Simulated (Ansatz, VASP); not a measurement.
**One calculation of TlF, two programs**

INCAR

```
  PREC = Accurate
  ENCUT = 520
  EDIFF = 1E-6
  ISMEAR = 0
  SIGMA = 0.01
  LREAL = F
  LASPH = T
  NELM = 150
  ALGO = Normal
  ISIF = 2
  LWAVE = F
  LCHARG = F
  MAGMOM = 0 0 0 0 0 0
  LORBIT = 11
  LSORBIT = T
  GGA_COMPAT = F
  LORBMOM = T
  GGA = PE
  NBANDS = 32
```

File KPOINTS:

```
regular mesh
0
Gamma
  1 1 1
```

POSCAR

```
TlF
1.0
    9.0000000000      0.0000000000      0.0000000000
    0.0000000000      9.0000000000      0.0000000000
    0.0000000000      0.0000000000     11.1000000000
Tl F
1 1
Direct
    0.5000000000      0.5000000000      0.4054054100
    0.5000000000      0.5000000000      0.5949982000
```

Input for Ansatz:

```yaml
crystal:
  lattice:
    - [9.0, 0.0, 0.0]
    - [0.0, 9.0, 0.0]
    - [0.0, 0.0, 11.1]
  atoms:
    - { symbol: Tl, position: [0.5, 0.5, 0.40540541] }
    - { symbol: F, position: [0.5, 0.5, 0.5949982] }
basis:
  ecutwfc: 420
  ecutrho_ratio: 4
kpoints:
  mp_grid: { grid: [1, 1, 1] }
hamiltonian:
  xc: pbe
scf:
  occupations: { method: gaussian, width: 0.01 }
output:
  forces: true
  eigenvalues: true
  populations: true
  write_density: true
  write_potential: true
  elf: true
  volumetric_format: npy
magnetization:
  noncollinear: true
  spin_orbit: true
```

Alike in both runs: task single point; functional PBE; k mesh 1 × 1 × 1; occupations gaussian, width 0.01 eV; non-collinear spin, spin-orbit coupling.

|  | VASP | Ansatz |
| --- | --- | --- |
| version | VASP 6.6.1 | Ansatz 0.2.0 |
| potentials or method | VASP PAW PBE potentials, release 64 (Tl_d, F), cutoff 520 eV | plane waves, PAW |
| valence electrons in the cell | 20 | 20 |

```csv
,VASP,Ansatz,Ansatz less VASP
rms of the force components (eV/Å),0.191,0.129,-0.0615
net moment per atom (μB),0.00,0.00,0.000
```

Atom by atom the forces differ by 0.062 eV/Å (rms over components). Ansatz's warnings: xc potential rough in thin density.
